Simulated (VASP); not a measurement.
# Hf2Si (I4/mcm) in VASP: a series of runs

The runs below take Hf2Si through single point, with PBEsol.

Everything below comes from runs of VASP 6.6.1. Logs are shortened: lines on timing, memory, paths and dates and some standing lists are left out, and cuts for length are marked.

### Step 1. The cell of the first run

Symmetry: I4/mcm, No. 140, tetragonal system. Conventional cell: a = 6.551 Å, b = 6.551 Å, c = 5.166 Å, α = 90.00°, β = 90.00°, γ = 90.00°. Hf (site symmetry m2m) has 4 Si at 2.79 Å and 11 Hf at 2.90 to 3.50 Å within 3.7 Å. Si (site symmetry 422) has 2 Si at 2.58 Å and 8 Hf at 2.79 Å within 3.4 Å.

### Step 2. Single point, PBEsol

INCAR reads:

```
SYSTEM = Hf2Si
PREC = Accurate ; ENCUT = 520
EDIFF = 1E-6 ; ISMEAR = 0
SIGMA = 0.4 ; LREAL = .False.
LASPH = .True. ; NELM = 60
ALGO = Normal ; ISIF = 2
LWAVE = .False. ; LCHARG = .True.
GGA = PS ; LELF = .True.
LVHAR = .True. ; NBANDS = 33
```

KPOINTS reads:

```
Automatic mesh
0
Gamma
  5 5 5
  0 0 0
```

POSCAR reads:

```
Hf2Si
1.0
   -3.2753522240      3.2753522240      2.5828233930
    3.2753522240     -3.2753522240      2.5828233930
    3.2753522240      3.2753522240     -2.5828233930
Hf Si
4 2
Direct
    0.8435136200      0.6564863800      0.5000000000
    0.3435136200      0.8435136200      0.1870272400
    0.1564863800      0.3435136200      0.5000000000
    0.6564863800      0.1564863800      0.8129727600
    0.7500000000      0.7500000000      0.0000000000
    0.2500000000      0.2500000000      0.0000000000
```

Potentials or basis: VASP PAW PBE potentials, release 64 (Hf_pv, Si).

Run with:

```bash
$ cat potpaw_PBE.64/Hf_pv/POTCAR potpaw_PBE.64/Si/POTCAR > POTCAR
$ mpirun -np 1 vasp_std > vasp.out
```

OUTCAR:

```text
SYSTEM = Hf2Si
   PREC = Accurate
   ENCUT = 520
   EDIFF = 1E-6
   ISMEAR = 0
   LREAL = .False.
   LASPH = .True.
   NELM = 60
   ISIF = 2
   GGA = PS

 ion  position               nearest neighbor table
   1  0.844  0.656  0.500-   6 2.79   5 2.79   5 2.79   6 2.79   3 2.90   3 3.11   3 3.11   4 3.30
                             2 3.30   4 3.30   2 3.30   4 3.50   2 3.50   2 3.50   4 3.50
   2  0.344  0.844  0.187-   5 2.79   6 2.79   6 2.79   5 2.79   4 2.90   4 3.11   4 3.11   1 3.30
                             3 3.30   3 3.30   1 3.30   1 3.50   3 3.50   1 3.50   3 3.50
   3  0.156  0.344  0.500-   5 2.79   6 2.79   6 2.79   5 2.79   1 2.90   1 3.11   1 3.11   4 3.30
                             2 3.30   4 3.30   2 3.30   4 3.50   2 3.50   4 3.50   2 3.50
   4  0.656  0.156  0.813-   5 2.79   6 2.79   6 2.79   5 2.79   2 2.90   2 3.11   2 3.11   1 3.30
                             3 3.30   3 3.30   1 3.30   1 3.50   3 3.50   1 3.50   3 3.50
   5  0.750  0.750  0.000-   6 2.58   6 2.58   2 2.79   4 2.79   4 2.79   2 2.79   1 2.79   1 2.79
                             3 2.79   3 2.79
   6  0.250  0.250  0.000-   5 2.58   5 2.58   2 2.79   4 2.79   4 2.79   2 2.79   3 2.79   1 2.79
                             1 2.79   3 2.79

  LATTYP: Found a body centered tetragonal cell.
 ALAT       =     6.5507044480
 C/A-ratio  =     0.7885635548

  Lattice vectors:

 A1 = (  -3.2753522240,   3.2753522240,   2.5828233930)
 A2 = (   3.2753522240,  -3.2753522240,   2.5828233930)
 A3 = (   3.2753522240,   3.2753522240,  -2.5828233930)

Analysis of symmetry for initial positions (statically):
=====================================================================
 Subroutine PRICEL returns:
 Original cell was already a primitive cell.

 Routine SETGRP: Setting up the symmetry group for a
 body centered tetragonal supercell.

 Subroutine GETGRP returns: Found 16 space group operations
 (whereof  8 operations were pure point group operations)
 out of a pool of 16 trial point group operations.

The static configuration has the point symmetry C_4h.
 The point group associated with its full space group is D_4h.

Analysis of symmetry for dynamics (positions and initial velocities):
=====================================================================
 Subroutine PRICEL returns:
 Original cell was already a primitive cell.

 Routine SETGRP: Setting up the symmetry group for a
 body centered tetragonal supercell.

 Subroutine GETGRP returns: Found 16 space group operations
 (whereof  8 operations were pure point group operations)
 out of a pool of 16 trial point group operations.

The dynamic configuration has the point symmetry C_4h.
 The point group associated with its full space group is D_4h.

 Subroutine INISYM returns: Found 16 space group operations
 (whereof  8 operations are pure point group operations),
 and found     1 'primitive' translations

----------------------------------------------------------------------------------------

                                     Primitive cell

  volume of cell :     110.8334

  direct lattice vectors                    reciprocal lattice vectors
    -3.275352224  3.275352224  2.582823393     0.000000000  0.152655338  0.193586600
     3.275352224 -3.275352224  2.582823393     0.152655338  0.000000000  0.193586600
     3.275352224  3.275352224 -2.582823393     0.152655338  0.152655338  0.000000000

  length of vectors
     5.303474433  5.303474433  5.303474433     0.246534833  0.246534833  0.215887249

  position of ions in fractional coordinates (direct lattice)
     0.843513620  0.656486380  0.500000000
     0.343513620  0.843513620  0.187027240
     0.156486380  0.343513620  0.500000000
     0.656486380  0.156486380  0.812972760
     0.750000000  0.750000000  0.000000000
     0.250000000  0.250000000  0.000000000

  ion indices of the primitive-cell ions
   primitive index   ion index
                 1           1
                 2           2
                 3           3
                 4           4
                 5           5
                 6           6

----------------------------------------------------------------------------------------

 KPOINTS: Automatic mesh

Automatic generation of k-mesh.
 Grid dimensions read from file:
 generate k-points for:    5    5    5

 Generating k-lattice:

  Cartesian coordinates                     Fractional coordinates (reciprocal lattice)
     0.000000000  0.030531068  0.038717320     0.200000000 -0.000000000  0.000000000
     0.030531068  0.000000000  0.038717320    -0.000000000  0.200000000  0.000000000
     0.030531068  0.030531068  0.000000000     0.000000000  0.000000000  0.200000000

  Length of vectors
     0.049306967  0.049306967  0.043177450

  Shift w.r.t. Gamma in fractional coordinates (k-lattice)
     0.000000000  0.000000000  0.000000000

 Subroutine IBZKPT returns following result:
 ===========================================

 Found     18 irreducible k-points:

 Following reciprocal coordinates:
            Coordinates               Weight
  0.000000  0.000000  0.000000      1.000000
  0.200000  0.000000 -0.000000      8.000000
  0.400000  0.000000 -0.000000      8.000000
  0.200000  0.200000 -0.000000      8.000000
  0.400000  0.200000 -0.000000     16.000000
 -0.400000  0.200000  0.000000     16.000000
[... 10 lines left out ...]
 -0.400000  0.400000  0.400000      4.000000
 -0.400000 -0.400000  0.400000      2.000000
   k-points           NKPTS =     18   k-points in BZ     NKDIM =     18   number of bands    NBANDS=     33
   number of dos      NEDOS =    301   number of ions     NIONS =      6
   total plane-waves  NPLWV =  64000
   dimension x,y,z NGX =    40 NGY =   40 NGZ =   40
   dimension x,y,z NGXF=    80 NGYF=   80 NGZF=   80
   ions per type =               4   2
   NGX,Y,Z   is equivalent  to a cutoff of  12.54, 12.54, 12.54 a.u.
   NGXF,Y,Z  is equivalent  to a cutoff of  25.08, 25.08, 25.08 a.u.
 SYSTEM =  Hf2Si
   PREC   = accura    normal or accurate (medium, high low for compatibility)
   ISTART =      0    job   : 0-new  1-cont  2-samecut
   ICHARG =      2    charge: 1-file 2-atom 10-const
   ISPIN  =      1    spin polarized calculation?
   LNONCOLLINEAR =      F non collinear calculations
   LSORBIT =      F    spin-orbit coupling
   LASPH  =      T    aspherical Exc in radial PAW
   ENCUT  =  520.0 eV  38.22 Ry    6.18 a.u.   9.86  9.86  9.86*2*pi/ulx,y,z
   NELM   =     60;   NELMIN=  2; NELMDL= -5     # of ELM steps
   EDIFF  = 0.1E-05   stopping-criterion for ELM
   LREAL  =      F    real-space projection
   EDIFFG = 0.1E-04   stopping-criterion for IOM
   NSW    =      0    number of steps for IOM
   IBRION =     -1    ionic relax: 0-MD 1-quasi-New 2-CG
   NFREE  =      0    steps in history (QN), initial steepest desc. (CG)
   ISIF   =      2    stress and relaxation
   ISYM   =      2    0-nonsym 1-usesym 2-fastsym
   POTIM  = 0.5000    time-step for ionic-motion
   TEBEG  =    0.0;   TEEND  =   0.0 temperature during run
   PSTRESS=    0.0 pullay stress
   NELECT =      48.0000    total number of electrons
   NUPDOWN=      -1.0000    fix difference up-down
   EMIN   =  10.00;   EMAX   =-10.00  energy-range for DOS
   EFERMI =   0.00;   METHOD = LEGACY
   ISMEAR =     0;   SIGMA  =   0.40  broadening in eV -4-tet -1-fermi 0-gaus
   EFERMI_NEDOS =   21; number of points for ismear=-14 and -15
   IALGO  =     38    algorithm
   IMIX   =      4    mixing-type and parameters
     AMIX     =   0.40;   BMIX     =  1.00
     AMIX_MAG =   1.60;   BMIX_MAG =  1.00
  volume/ion in A,a.u.               =      18.47       124.66
  Fermi-wavevector in a.u.,A,eV,Ry     =   1.238602  2.340618 20.873162  1.534134
  Thomas-Fermi vector in A             =   2.373120
   LORBIT       =      0    0 simple, 1 ext, 2 COOP (PROOUT), +10 PAW based schemes
   GGA     = PS    functional components
   LHFCALC =     F    Hartree Fock is set to
   AEXX    =    0.0000 exact exchange contribution
   IVDW    =     0    specifies the selected vdW correction
   LEPSILON=     F    determine dielectric tensor
   LRPA    =     F    only Hartree local field effects (RPA)
 non-spin polarized calculation
 Gauss-broadening in eV      SIGMA  =   0.40
  energy-cutoff  :      520.00
  volume of cell :      110.83
 maximum number of plane-waves:      3008
   NGX = 19   NGY = 19   NGZ = 19

 number of electron      48.0000004 magnetization

 Free energy of the ion-electron system (eV)
  ---------------------------------------------------
  ext. energy  EPLUGINS =         0.00000000
  ---------------------------------------------------
  free energy    TOTEN  =       -58.37323943 eV

  energy without entropy =      -58.13996703  energy(sigma->0) =      -58.25660323

 E-fermi :   6.0120     XC(G=0): -11.6488

 val. band max:        5.9701826091   @ k =   0.2000   0.2000   0.2000
 cond. band min:       6.0522267856   @ k =   0.4000   0.0000  -0.0000
 fundamental gap:      0.0820441766
 Fermi energy:         6.0120225573

 k-point     1 :       0.0000    0.0000    0.0000
  band No.  band energies     occupation
      1     -24.2843      2.00000
      2     -24.2767      2.00000
      3     -24.1614      2.00000
      4     -24.1614      2.00000
      5     -24.1264      2.00000
      6     -24.1264      2.00000
[... 25 lines left out ...]
     32       9.4315      0.00000
     33      10.2077      0.00000

 k-point     2 :       0.2000    0.0000   -0.0000
  band No.  band energies     occupation
      1     -24.3264      2.00000
      2     -24.2925      2.00000
      3     -24.2126      2.00000
      4     -24.1709      2.00000
      5     -24.0638      2.00000
      6     -24.0529      2.00000
[... 25 lines left out ...]
     32      10.3027      0.00000
     33      10.7001      0.00000
[... 538 lines left out ...]
     32      10.4281      0.00000
     33      10.7997      0.00000

 k-point    18 :      -0.4000   -0.4000    0.4000
  band No.  band energies     occupation
      1     -24.3420      2.00000
      2     -24.3016      2.00000
      3     -24.2215      2.00000
      4     -24.1118      2.00000
      5     -24.1118      2.00000
      6     -24.0570      2.00000
[... 25 lines left out ...]
     32      10.3111      0.00000
     33      10.3111      0.00000

------------------------ aborting loop because EDIFF is reached ----------------------------------------

  FORCE on cell =-STRESS in cart. coord.  units (eV):
  Direction    XX          YY          ZZ          XY          YZ          ZX
  --------------------------------------------------------------------------------------
  -------------------------------------------------------------------------------------
  Total       -1.7969127     -1.7969127     -1.5294652      0.0000000      0.0000000      0.0000000
  in kB      -25.9756743    -25.9756743    -22.1095270      0.0000000      0.0000000      0.0000000
  external PRESSURE =     -24.6869585 kB  Pullay stress =       0.0000000 kB

 VOLUME and BASIS-vectors are now :
 -----------------------------------------------------------------------------
  energy-cutoff  :      520.00
  volume of cell :      110.83
      direct lattice vectors                 reciprocal lattice vectors
    -3.275352224  3.275352224  2.582823393     0.000000000  0.152655338  0.193586600
     3.275352224 -3.275352224  2.582823393     0.152655338  0.000000000  0.193586600
     3.275352224  3.275352224 -2.582823393     0.152655338  0.152655338  0.000000000

 POSITION                                       TOTAL-FORCE (eV/Angst)
 -----------------------------------------------------------------------------------
      1.02510      2.25026      2.58282         0.068352     -0.068352      0.000000
      2.25026     -1.02510      2.58282        -0.068352     -0.068352     -0.000000
      2.25026      1.02510      0.00000        -0.068352      0.068352      0.000000
      1.02510      4.30045     -0.00000         0.068352      0.068352      0.000000
      0.00000      0.00000      3.87424        -0.000000     -0.000000      0.000000
      0.00000      0.00000      1.29141        -0.000000     -0.000000      0.000000
 -----------------------------------------------------------------------------------
    total drift:                               -0.000000      0.000000     -0.000000

  FREE ENERGIE OF THE ION-ELECTRON SYSTEM (eV)
  ---------------------------------------------------
  free  energy   TOTEN  =       -58.3732394333 eV

  energy  without entropy=      -58.1399670268  energy(sigma->0) =      -58.25660323
```

Run time: 33 s. Hardware: 1 thread of Intel Xeon 6975P-C (Granite Rapids), shared host; peak memory 0.25 GiB.

What came out:

```yaml
Free_energy: -58.3732 eV
Pressure: -2.5 GPa
Largest_force: 0.097 eV/Å
Band_gap_on_the_k_mesh: zero (band 24 reaches 6.53 eV, above the bottom of band 25 at 5.80 eV)
```

Forces in eV/Å, atoms in the order of the input:
```
Hf   0.068 -0.068  0.000
Hf  -0.068 -0.068  0.000
Hf  -0.068  0.068  0.000
Hf   0.068  0.068  0.000
Si   0.000  0.000  0.000
Si   0.000  0.000  0.000
```

Stress tensor (GPa, compression positive):
```
-2.60  0.00  0.00
 0.00 -2.60  0.00
 0.00  0.00 -2.21
```

Caveat: the PAW data sets were made with another functional, which shifts forces and pressure a little; spin-orbit coupling is left out, which moves the levels of the heavy elements.

### Step 3. Single point, PBEsol

INCAR reads:

```
PREC = Accurate
ENCUT = 520
EDIFF = 1E-6
ISMEAR = 0
SIGMA = 0.1
LREAL = False
LASPH = True
NELM = 60
ALGO = Normal
ISIF = 2
LWAVE = False
LCHARG = False
GGA = PS
NBANDS = 33
```

KPOINTS reads:

```
Automatic mesh
0
Gamma
  6 6 6
```

POSCAR is that of step 2.

Potentials or basis: VASP PAW PBE potentials, release 64 (Hf_pv, Si).

Run with:

```bash
$ cat potpaw_PBE.64/Hf_pv/POTCAR potpaw_PBE.64/Si/POTCAR > POTCAR
$ mpirun -np 1 vasp_std > vasp.out
```

Wall time 45 s (1 thread of Intel Xeon 6975P-C (Granite Rapids), shared host); peak memory 0.28 GiB.

It converged, with:

- Free energy: -58.2982 eV
- Pressure: -2.6 GPa
- Largest force: 0.020 eV/Å
- Band gap on the k mesh: zero (band 24 reaches 6.58 eV, above the bottom of band 25 at 5.89 eV)

Forces on the atoms (eV/Å):
```
Hf   0.014 -0.014  0.000
Hf  -0.014 -0.014  0.000
Hf  -0.014  0.014  0.000
Hf   0.014  0.014  0.000
Si   0.000  0.000  0.000
Si   0.000  0.000  0.000
```

Stress tensor (GPa, compression positive):
```
-2.72  0.00  0.00
 0.00 -2.72  0.00
 0.00  0.00 -2.31
```

Levels at points of the mesh, in eV from the Fermi level:
```tsv
k point	band 20	band 21	band 22	band 23	band 24	band 25	band 26	band 27	band 28	band 29
(0.00, 0.00, 0.00)	-1.38	-1.27	-1.27	-0.99	-0.91	2.01	2.06	2.08	2.53	2.53
(0.50, 0.00, 0.00)	-1.09	-0.73	-0.73	-0.52	-0.52	0.19	0.19	1.97	1.97	3.22
(0.50, 0.50, 0.00)	-2.14	-1.44	-1.08	-0.65	-0.44	1.30	1.34	1.66	2.13	2.92
(0.50, 0.50, 0.50)	-2.01	-0.89	-0.45	0.01	0.32	0.36	0.36	1.33	1.42	1.72
```

Caveat: the PAW data sets were made with another functional, which shifts forces and pressure a little; spin-orbit coupling is left out, which moves the levels of the heavy elements.

(Continued in part 2 of 2.)
